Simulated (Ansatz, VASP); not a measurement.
# CrO2: VASP beside Ansatz

Contents of INCAR:

```
PREC     = Accurate       # precision mode
ENCUT    = 520            # plane-wave cutoff, eV
EDIFF    = 1E-6           # SCF threshold, eV
ISMEAR   = -1             # smearing method
SIGMA    = 0.1            # smearing width, eV
LREAL    = False          # projectors in reciprocal space
LASPH    = True           # aspherical terms in the spheres
NELM     = 150            # most SCF steps
ALGO     = Normal         # electronic algorithm
ISIF     = 2              # what is computed and relaxed
LWAVE    = False          # write WAVECAR
LCHARG   = False          # write CHGCAR
ISPIN    = 2              # spin polarisation
MAGMOM   = 2.1 -2.1 0 0 0 0 # initial moments
LORBIT   = 11             # projections on sites
LMAXMIX  = 4              # l up to which the mixer works
LDAU     = True           # DFT+U
LDAUTYPE = 1            
LDAUL    = 2 -1           # shell
LDAUU    = 2.9 0          # U, eV
LDAUJ    = 0.9 0        
LDAUPRINT= 1            
GGA      = PE             # functional
NBANDS   = 37             # bands
```

KPOINTS

```
Automatic mesh
0
Gamma
  4 4 6
```

File POSCAR:

```
CrO2
1.0
    4.4210000000      0.0000000000      0.0000000000
    0.0000000000      4.4210000000      0.0000000000
    0.0000000000      0.0000000000      2.9170000000
Cr O
2 4
Direct
    0.0000000000      0.0000000000      0.0000000000
    0.5000000000      0.5000000000      0.5000000000
    0.3010000000      0.3010000000      0.0000000000
    0.1990000000      0.8010000000      0.5000000000
    0.6990000000      0.6990000000      0.0000000000
    0.8010000000      0.1990000000      0.5000000000
```

Input for Ansatz:

```yaml
crystal:
  lattice:
    - [4.421, 0.0, 0.0]
    - [0.0, 4.421, 0.0]
    - [0.0, 0.0, 2.917]
  atoms:
    - { symbol: Cr, position: [0.0, 0.0, 0.0], spin: 2.1 }
    - { symbol: Cr, position: [0.5, 0.5, 0.5], spin: -2.1 }
    - { symbol: O, position: [0.301, 0.301, 0.0] }
    - { symbol: O, position: [0.199, 0.801, 0.5] }
    - { symbol: O, position: [0.699, 0.699, 0.0] }
    - { symbol: O, position: [0.801, 0.199, 0.5] }
basis:
  ecutwfc: 450.0
kpoints:
  mp_grid:
    grid: [4, 4, 6]
hamiltonian:
  xc: pbe
  pseudopotentials:
    kind: paw
  hubbard:
    - { species: Cr, l: d, u: 2.9, j: 0.9 }
magnetization:
  spin_polarized: true
scf:
  convergence:
    dr2_threshold: 1.0e-08
  occupations:
    method: fermi_dirac
    width: 0.1
output:
  forces: true
```

Alike in both runs: task single point; functional PBE; k mesh 4 × 4 × 6; occupations fermi-dirac, width 0.1 eV; collinear spin; Hubbard terms Cr d U = 2.9 eV, J = 0.9 eV.

|  | VASP | Ansatz |
| --- | --- | --- |
| version | VASP 6.6.1 | Ansatz 0.2.0 |
| potentials or method | VASP PAW PBE potentials, release 64 (Cr_pv, O), cutoff 520 eV | plane waves, PAW |
| valence electrons in the cell | 48 | 52 |

|  | VASP | Ansatz | Ansatz less VASP |
| --- | --- | --- | --- |
| gap on the k mesh at the Fermi level (eV) | none | none | - |
| rms of the force components (eV/Å) | 0.142 | 0.082 | -0.0599 |
| net moment per atom (μB) | 0.00 | 0.03 | +0.027 |
| size of the moment on the site where the two differ most (μB) | 1.82 | 1.37 | -0.452 |

Site moments also hang on the region over which each program counts them. The programs project onto different local orbitals, so the same U acts differently, and such runs can settle in different states. Atom by atom the forces differ by 0.104 eV/Å (rms over components). A gap of «none» marks a metal or a gap that the smearing closes. VASP's potentials hold 48 valence electrons a cell and Ansatz's 52, so a difference there can come from the potentials and not from the codes. Ansatz's warnings: filled band counts differ across k points, stability check not made.
